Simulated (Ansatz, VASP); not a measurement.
# AlN in VASP and in Ansatz

```
CELL_PARAMETERS angstrom
3.13021 0.00000 0.00000
-1.56510 2.71084 0.00000
0.00000 0.00000 5.01804
ATOMIC_POSITIONS crystal
Al 0.66667 0.33333 0.49923
Al 0.33333 0.66667 0.99923
N 0.66667 0.33333 0.88077
N 0.33333 0.66667 0.38077
```

Alike in both runs: task single point; functional PBE; k mesh 12 × 12 × 6; occupations gaussian, width 0.02 eV; no spin polarisation.

```csv
,VASP,Ansatz
version,VASP 6.6.1,Ansatz 0.2.0
potentials or method,"VASP PAW PBE potentials, release 64 (Al, N), cutoff 520 eV","scalar-relativistic, plane waves, PAW"
valence electrons in the cell,16,16
```

```tsv
	VASP	Ansatz	Ansatz less VASP
gap on the k mesh at the Fermi level (eV)	4.04	4.03	-0.009
least direct gap on the mesh (eV)	4.04	4.03	-0.009
pressure (GPa)	-0.3	0.0	+0.26
```
